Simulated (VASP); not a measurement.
Input of a VASP 6.6.1 run:

File INCAR:

```
SYSTEM = Nb2MoN3
PREC     = Accurate       ! precision mode
ENCUT    = 600            ! plane-wave cutoff, eV
EDIFF    = 1E-6           ! SCF threshold, eV
ISMEAR   = 0              ! smearing method
SIGMA    = 0.15           ! smearing width, eV
LREAL    = .FALSE.        ! projectors in reciprocal space
LASPH    = .TRUE.         ! aspherical terms in the spheres
NELM     = 200            ! most SCF steps
ALGO     = Normal         ! electronic algorithm
ISIF     = 2              ! what is computed and relaxed
LWAVE    = .FALSE.        ! write WAVECAR
LCHARG   = .TRUE.         ! write CHGCAR
ISPIN    = 2              ! spin polarisation
MAGMOM   = 0 0 1 0 0 0    ! initial moments
LORBIT   = 11             ! projections on sites
LMAXMIX  = 4              ! l up to which the mixer works
GGA      = PE             ! functional
LELF     = .TRUE.         ! ELF
LVHAR    = .TRUE.       
NBANDS   = 40             ! bands
GGA_COMPAT= .FALSE.
```

File KPOINTS:

```
regular mesh
0
G
  3 3 3
  0 0 0
```

The input POSCAR:

```
Nb2MoN3
1.0
    2.6690337795      1.5409673711      2.9362536400
   -2.6690337795      1.5409673711      2.9362536400
    0.0000000000     -3.0819347421      2.9362536400
Nb Mo N
2 1 3
Direct
    0.6793182642      0.6793182642      0.6793182642
    0.3206817358      0.3206817358      0.3206817358
    0.0000000000      0.0000000000      0.0000000000
    0.0000000000      0.0000000000      0.5000000000
    0.5000000000      0.0000000000      0.0000000000
    0.0000000000      0.5000000000      0.0000000000
```

Potentials or basis: VASP PAW PBE potentials, release 64 (Nb_sv, Mo_sv, N).

Command:

```sh
$ cat potpaw_PBE.64/Nb_sv/POTCAR potpaw_PBE.64/Mo_sv/POTCAR potpaw_PBE.64/N/POTCAR > POTCAR
$ mpirun -np 1 vasp_std > vasp.out
```

(1) What does it give for the net moment?

(2) Estimate the pressure.

Answers

(1) 0.00 μB per cell.

(2) -0.2 GPa.

Caveat: the k points lie up to 0.51 Å⁻¹ apart.
